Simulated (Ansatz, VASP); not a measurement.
# La in VASP and in Ansatz

The input INCAR:

```
PREC     = Accurate       # precision mode
ENCUT    = 520            # plane-wave cutoff, eV
EDIFF    = 1E-6           # SCF threshold, eV
ISMEAR   = -1             # smearing method
SIGMA    = 0.1            # smearing width, eV
LREAL    = False          # projectors in reciprocal space
LASPH    = True           # aspherical terms in the spheres
NELM     = 60             # most SCF steps
ALGO     = Normal         # electronic algorithm
ISIF     = 2              # what is computed and relaxed
LWAVE    = False          # write WAVECAR
LCHARG   = False          # write CHGCAR
GGA      = CA             # functional
NBANDS   = 12             # bands
```

File KPOINTS:

```
regular mesh
0
Gamma
  11 11 11
```

POSCAR

```
La
1.0
    3.1240813837      0.0000000000      0.0000000000
    0.0000000000      3.1240813837      0.0000000000
    0.0000000000      0.0000000000      3.1240813837
La
1
Direct
    0.0000000000      0.0000000000      0.0000000000
```

Input for Ansatz:

```yaml
crystal:
  lattice:
    - [3.1240813837, 0.0, 0.0]
    - [0.0, 3.1240813837, 0.0]
    - [0.0, 0.0, 3.1240813837]
  atoms:
    - { symbol: La, position: [0.0, 0.0, 0.0] }
hamiltonian:
  xc: lda
  pseudopotentials:
    kind: paw
    azcp:
      La: "pseudopotentials/La.paw.azcp"
basis:
  ecutwfc: 420
  fft_grid_basis: typed
kpoints:
  mp_grid: { grid: [11, 11, 11], shift: [0, 0, 0] }
magnetization:
  spin_polarized: false
scf:
  occupations: { method: fermi_dirac, width: 0.1 }
  lower_state_search: "off"
output:
  stress: true
```

Alike in both runs: task single point; functional LDA; k mesh 11 × 11 × 11; occupations fermi-dirac, width 0.1 eV; no spin polarisation.

```csv
,VASP,Ansatz
version,VASP 6.6.1,Ansatz 0.2.0
potentials or method,"VASP PAW LDA potentials, release 64 (La), cutoff 520 eV","plane waves (420 eV) with PAW, scalar-relativistic"
valence electrons in the cell,11,11
```

|  | VASP | Ansatz | Ansatz less VASP |
| --- | --- | --- | --- |
| pressure (GPa) | 1.0 | 1.2 | +0.16 |

Ansatz warns that its potentials were made for another functional, while VASP's fit it. LDA's correlation is that of Perdew and Zunger in VASP and of Perdew and Wang (1992) in Ansatz.

Neither program's run includes spin-orbit coupling.
